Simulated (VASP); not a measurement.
# RbBr (Pm-3m) in VASP: density of states with PBE

Aim: the density of states of RbBr with PBE.

All numbers are computed with VASP 6.6.1; they aren't measurements. Logs are shortened: lines on timing, memory, paths and dates and some standing lists are left out, and cuts for length are marked.

**1. The cell of the first run**

It takes space group Pm-3m (No. 221, cubic). The conventional cell has a = 4.126 Å, b = 4.126 Å, c = 4.126 Å, α = 90.00°, β = 90.00°, γ = 90.00°. Within 4.7 Å of Rb (site symmetry m-3m) lie 8 Br at 3.57 Å and 6 Rb at 4.13 Å. Br (site symmetry m-3m) has 8 Rb at 3.57 Å and 6 Br at 4.13 Å within 4.7 Å.

**2. Density of states, PBE**

The input, POSCAR:

```
RbBr
1.0
    4.1260773000      0.0000000000      0.0000000000
    0.0000000000      4.1260773000      0.0000000000
    0.0000000000      0.0000000000      4.1260773000
Rb Br
1 1
Direct
    0.3200000000      0.3830000000      0.9340000000
    0.8200000000      0.8830000000      1.4340000000
```

The input, INCAR.step1:

```
SYSTEM = RbBr
ALGO = Normal ; EDIFF = 1E-6
ENCUT = 400 ; GGA = PE
GGA_COMPAT = .FALSE. ; ISIF = 2
ISMEAR = 0 ; LASPH = .TRUE.
LCHARG = .TRUE. ; LORBIT = 11
LREAL = .FALSE. ; LWAVE = .FALSE.
NBANDS = 15 ; NEDOS = 2001
NELM = 120 ; PREC = Accurate
SIGMA = 0.1
```

The input, KPOINTS.step1:

```
k-points
0
G
  2 2 2
  0 0 0
```

The input, INCAR.step2:

```
SYSTEM = RbBr
ALGO = Normal ; EDIFF = 1E-6
ENCUT = 400 ; GGA = PE
GGA_COMPAT = .FALSE. ; ICHARG = 11
ISIF = 2 ; ISMEAR = 0
LASPH = .TRUE. ; LCHARG = .FALSE.
LORBIT = 11 ; LREAL = .FALSE.
LWAVE = .FALSE. ; NBANDS = 15
NEDOS = 2001 ; NELM = 120
PREC = Accurate ; SIGMA = 0.1
```

The input, KPOINTS.step2:

```
k-points
0
G
  3 3 3
  0 0 0
```

Potentials or basis: VASP PAW PBE potentials, release 64 (Rb_sv, Br).

Run with:

```
cat potpaw_PBE.64/Rb_sv/POTCAR potpaw_PBE.64/Br/POTCAR > POTCAR
cp INCAR.step1 INCAR
cp KPOINTS.step1 KPOINTS
mpirun -np 1 vasp_std > vasp.out
cp INCAR.step2 INCAR
cp KPOINTS.step2 KPOINTS
mpirun -np 1 vasp_std > vasp.out
```

OUTCAR:

```text
SYSTEM = RbBr
   EDIFF = 1E-6
   ENCUT = 400
   GGA = PE
   ICHARG = 11
   ISIF = 2
   ISMEAR = 0
   LASPH = .TRUE.
   LORBIT = 11
   LREAL = .FALSE.
   NELM = 120
   PREC = Accurate

 ion  position               nearest neighbor table
   1  0.320  0.383  0.934-   2 3.57   2 3.57   2 3.57   2 3.57   2 3.57   2 3.57   2 3.57   2 3.57

   2  0.820  0.883  0.434-   1 3.57   1 3.57   1 3.57   1 3.57   1 3.57   1 3.57   1 3.57   1 3.57

  LATTYP: Found a simple cubic cell.
 ALAT       =     4.1260773000

  Lattice vectors:

 A1 = (   4.1260773000,   0.0000000000,   0.0000000000)
 A2 = (   0.0000000000,   4.1260773000,   0.0000000000)
 A3 = (   0.0000000000,   0.0000000000,   4.1260773000)

Analysis of symmetry for initial positions (statically):
=====================================================================
 Subroutine PRICEL returns:
 Original cell was already a primitive cell.

 Routine SETGRP: Setting up the symmetry group for a
 simple cubic supercell.

 Subroutine GETGRP returns: Found 48 space group operations
 (whereof  1 operations were pure point group operations)
 out of a pool of 48 trial point group operations.

The static configuration has the point symmetry C_1 .
 The point group associated with its full space group is O_h .

Analysis of symmetry for dynamics (positions and initial velocities):
=====================================================================
 Subroutine PRICEL returns:
 Original cell was already a primitive cell.

 Routine SETGRP: Setting up the symmetry group for a
 simple cubic supercell.

 Subroutine GETGRP returns: Found 48 space group operations
 (whereof  1 operations were pure point group operations)
 out of a pool of 48 trial point group operations.

The dynamic configuration has the point symmetry C_1 .
 The point group associated with its full space group is O_h .

 Subroutine INISYM returns: Found 48 space group operations
 (whereof  1 operations are pure point group operations),
 and found     1 'primitive' translations

----------------------------------------------------------------------------------------

                                     Primitive cell

  volume of cell :      70.2445

  direct lattice vectors                    reciprocal lattice vectors
     4.126077300  0.000000000  0.000000000     0.242360947  0.000000000  0.000000000
     0.000000000  4.126077300  0.000000000     0.000000000  0.242360947  0.000000000
     0.000000000  0.000000000  4.126077300     0.000000000  0.000000000  0.242360947

  length of vectors
     4.126077300  4.126077300  4.126077300     0.242360947  0.242360947  0.242360947

  position of ions in fractional coordinates (direct lattice)
     0.320000000  0.383000000  0.934000000
     0.820000000  0.883000000  0.434000000

  ion indices of the primitive-cell ions
   primitive index   ion index
                 1           1
                 2           2

----------------------------------------------------------------------------------------

 KPOINTS: k-points

Automatic generation of k-mesh.
 Grid dimensions read from file:
 generate k-points for:    3    3    3

 Generating k-lattice:

  Cartesian coordinates                     Fractional coordinates (reciprocal lattice)
     0.080786982  0.000000000  0.000000000     0.333333333  0.000000000  0.000000000
     0.000000000  0.080786982  0.000000000     0.000000000  0.333333333  0.000000000
     0.000000000  0.000000000  0.080786982     0.000000000  0.000000000  0.333333333

  Length of vectors
     0.080786982  0.080786982  0.080786982

  Shift w.r.t. Gamma in fractional coordinates (k-lattice)
     0.000000000  0.000000000  0.000000000

 Subroutine IBZKPT returns following result:
 ===========================================

 Found      4 irreducible k-points:

 Following reciprocal coordinates:
            Coordinates               Weight
  0.000000  0.000000  0.000000      1.000000
  0.333333  0.000000  0.000000      6.000000
  0.333333  0.333333  0.000000     12.000000
  0.333333  0.333333  0.333333      8.000000
   k-points           NKPTS =      4   k-points in BZ     NKDIM =      4   number of bands    NBANDS=     15
   number of dos      NEDOS =   2001   number of ions     NIONS =      2
   total plane-waves  NPLWV =  21952
   dimension x,y,z NGX =    28 NGY =   28 NGZ =   28
   dimension x,y,z NGXF=    56 NGYF=   56 NGZF=   56
   ions per type =               1   1
   NGX,Y,Z   is equivalent  to a cutoff of  11.28, 11.28, 11.28 a.u.
   NGXF,Y,Z  is equivalent  to a cutoff of  22.56, 22.56, 22.56 a.u.
 SYSTEM =  RbBr
   PREC   = accura    normal or accurate (medium, high low for compatibility)
   ISTART =      0    job   : 0-new  1-cont  2-samecut
   ICHARG =     11    charge: 1-file 2-atom 10-const
   ISPIN  =      1    spin polarized calculation?
   LNONCOLLINEAR =      F non collinear calculations
   LSORBIT =      F    spin-orbit coupling
   LASPH  =      T    aspherical Exc in radial PAW
   ENCUT  =  400.0 eV  29.40 Ry    5.42 a.u.   6.73  6.73  6.73*2*pi/ulx,y,z
   NELM   =    120;   NELMIN=  2; NELMDL=  0     # of ELM steps
   EDIFF  = 0.1E-05   stopping-criterion for ELM
   LREAL  =      F    real-space projection
   EDIFFG = 0.1E-04   stopping-criterion for IOM
   NSW    =      0    number of steps for IOM
   IBRION =     -1    ionic relax: 0-MD 1-quasi-New 2-CG
   NFREE  =      0    steps in history (QN), initial steepest desc. (CG)
   ISIF   =      2    stress and relaxation
   ISYM   =      2    0-nonsym 1-usesym 2-fastsym
   POTIM  = 0.5000    time-step for ionic-motion
   TEBEG  =    0.0;   TEEND  =   0.0 temperature during run
   PSTRESS=    0.0 pullay stress
   NELECT =      16.0000    total number of electrons
   NUPDOWN=      -1.0000    fix difference up-down
   EMIN   =  10.00;   EMAX   =-10.00  energy-range for DOS
[... 5 lines left out ...]
     AMIX     =   0.40;   BMIX     =  1.00
     AMIX_MAG =   1.60;   BMIX_MAG =  1.00
  volume/ion in A,a.u.               =      35.12       237.02
  Fermi-wavevector in a.u.,A,eV,Ry     =   0.999795  1.889338 13.600238  0.999589
  Thomas-Fermi vector in A             =   2.132108
   LORBIT       =     11    0 simple, 1 ext, 2 COOP (PROOUT), +10 PAW based schemes
   GGA     = PE    functional components
   LHFCALC =     F    Hartree Fock is set to
   AEXX    =    0.0000 exact exchange contribution
   IVDW    =     0    specifies the selected vdW correction
   LEPSILON=     F    determine dielectric tensor
   LRPA    =     F    only Hartree local field effects (RPA)
 non-spin polarized calculation
 Gauss-broadening in eV      SIGMA  =   0.10
  energy-cutoff  :      400.00
  volume of cell :       70.24
 maximum number of plane-waves:      1309
 NGX is ok and might be reduce to    28

 number of electron      15.9999999 magnetization

 Free energy of the ion-electron system (eV)
  ---------------------------------------------------
  ext. energy  EPLUGINS =         0.00000000
  ---------------------------------------------------
  free energy    TOTEN  =        -5.97827745 eV

  energy without entropy =       -5.97827745  energy(sigma->0) =       -5.97827745

 E-fermi :  -0.1674     XC(G=0):  -7.8902

 val. band max:       -0.6299078818   @ k =   0.3333   0.3333   0.0000
 cond. band min:       3.4656895393   @ k =   0.0000   0.0000   0.0000
 fundamental gap:      4.0955974211
 Fermi energy:        -0.1673687972

 k-point     1 :       0.0000    0.0000    0.0000
  band No.  band energies     occupation
      1     -25.8176      2.00000
      2     -13.1176      2.00000
      3      -9.7981      2.00000
      4      -9.7981      2.00000
      5      -9.7981      2.00000
      6      -0.6873      2.00000
      7      -0.6873      2.00000
      8      -0.6873      2.00000
      9       3.4657      0.00000
     10       4.9422      0.00000
     11       4.9422      0.00000
     12       9.2514      0.00000
     13       9.2514      0.00000
     14       9.2514      0.00000
     15      12.0341      0.00000

 k-point     2 :       0.3333    0.0000    0.0000
  band No.  band energies     occupation
      1     -25.8023      2.00000
      2     -13.1188      2.00000
      3      -9.8911      2.00000
      4      -9.7633      2.00000
      5      -9.7633      2.00000
      6      -1.9606      2.00000
      7      -0.7434      2.00000
      8      -0.7434      2.00000
      9       5.4591      0.00000
     10       5.7203      0.00000
     11       6.7397      0.00000
     12       9.0414      0.00000
     13       9.0651      0.00000
     14       9.0651      0.00000
     15       9.7749      0.00000

 k-point     3 :       0.3333    0.3333    0.0000
  band No.  band energies     occupation
      1     -25.7880      2.00000
      2     -13.0131      2.00000
      3     -10.0284      2.00000
      4      -9.9402      2.00000
      5      -9.7363      2.00000
      6      -1.6862      2.00000
      7      -1.4227      2.00000
      8      -0.6299      2.00000
      9       5.2819      0.00000
     10       5.9313      0.00000
     11       7.6696      0.00000
     12       8.1494      0.00000
     13       8.3123      0.00000
     14       8.6467      0.00000
     15      10.3104      0.00000

 k-point     4 :       0.3333    0.3333    0.3333
  band No.  band energies     occupation
      1     -25.7743      2.00000
      2     -12.9130      2.00000
      3      -9.9739      2.00000
      4      -9.9739      2.00000
      5      -9.9621      2.00000
      6      -1.5869      2.00000
      7      -1.5869      2.00000
      8      -1.4828      2.00000
      9       6.4663      0.00000
     10       7.1573      0.00000
     11       7.1573      0.00000
     12       7.5573      0.00000
     13       8.5024      0.00000
     14       8.5024      0.00000
     15      11.8696      0.00000

------------------------ aborting loop because EDIFF is reached ----------------------------------------

  FORCE on cell =-STRESS in cart. coord.  units (eV):
  Direction    XX          YY          ZZ          XY          YZ          ZX
  --------------------------------------------------------------------------------------
  -------------------------------------------------------------------------------------
  Total       -0.3794854     -0.3794854     -0.3794854      0.0000000      0.0000000      0.0000000
  in kB       -8.6555276     -8.6555276     -8.6555276      0.0000000      0.0000000      0.0000000
  external PRESSURE =      -8.6555276 kB  Pullay stress =       0.0000000 kB

 VOLUME and BASIS-vectors are now :
 -----------------------------------------------------------------------------
  energy-cutoff  :      400.00
  volume of cell :       70.24
      direct lattice vectors                 reciprocal lattice vectors
     4.126077300  0.000000000  0.000000000     0.242360947  0.000000000  0.000000000
     0.000000000  4.126077300  0.000000000     0.000000000  0.242360947  0.000000000
     0.000000000  0.000000000  4.126077300     0.000000000  0.000000000  0.242360947

 POSITION                                       TOTAL-FORCE (eV/Angst)
 -----------------------------------------------------------------------------------
      1.32034      1.58029      3.85376         0.000000      0.000000      0.000000
      3.38338      3.64333      1.79072         0.000000      0.000000      0.000000
 -----------------------------------------------------------------------------------
    total drift:                               -0.000003      0.000006      0.000014

  FREE ENERGIE OF THE ION-ELECTRON SYSTEM (eV)
  ---------------------------------------------------
  free  energy   TOTEN  =        -5.9782774529 eV

  energy  without entropy=       -5.9782774529  energy(sigma->0) =       -5.97827745

 total charge

# of ion       s       p       d       tot
------------------------------------------
    1        1.940   5.356   0.023   7.319
    2        1.598   3.277   0.002   4.876
--------------------------------------------------
tot          3.538   8.633   0.024  12.195
```

It took 18 s on 1 thread of Intel Xeon 8259CL, shared host; peak memory 0.15 GiB.

What came out:

| Quantity | Value |
| --- | --- |
| Valence electrons inside the program's atomic spheres | Rb 7.32; Br 4.88 |

Caveat: the k points lie up to 0.76 Å⁻¹ apart.
